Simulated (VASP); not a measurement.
Runs of VASP 6.6.1 on MnHg. The structure is that of space group Pm-3m (No. 221), or close to it. The cells are those of the table. 

| task | cell | gap on the mesh (eV) | pressure (GPa) | moment (μB) |
| --- | --- | --- | --- | --- |
| single point | a = 3.248 Å, 2 atoms | none | 6.5 | 3.77 |
| electric field gradients | a = 3.380 Å, 2 atoms | none | -3.1 | 4.02 |
| single point | a = 3.282 Å, 2 atoms | none | 3.3 | 3.83 |
| electric field gradients | a = 3.315 Å, 2 atoms | none | 0.8 | 3.90 |
| single point | a = 3.380 Å, 2 atoms | none | -3.1 | 4.02 |
| electric field gradients | a = 3.248 Å, 2 atoms | none | 6.5 | 3.77 |
| electric field gradients | a = 3.282 Å, 2 atoms | none | 3.3 | 3.83 |
| single point | a = 3.348 Å, 2 atoms | none | (a) | 3.96 |
| electric field gradients | a = 3.348 Å, 2 atoms | none | -1.3 | 3.96 |

Alike in all rows: level PBE; potentials or basis VASP PAW PBE potentials, release 64 (Mn_pv, Hg); spin collinear, ferromagnetic start; k mesh 10 × 10 × 10; cutoff (eV) 520; smearing fermi-dirac 0.08 eV.

**Question.** Fill in the values left out.

**Answer.** (a) -1.4.

Caveats: spin-orbit coupling is left out, which moves the levels of the heavy elements; the cell stands under pressure (at least some runs); the cell stands under tension (at least some runs).

A k mesh can miss the band edges, and the runs leave out spin-orbit coupling on Hg.

A gap of «none» marks levels without a gap at the run's occupations.
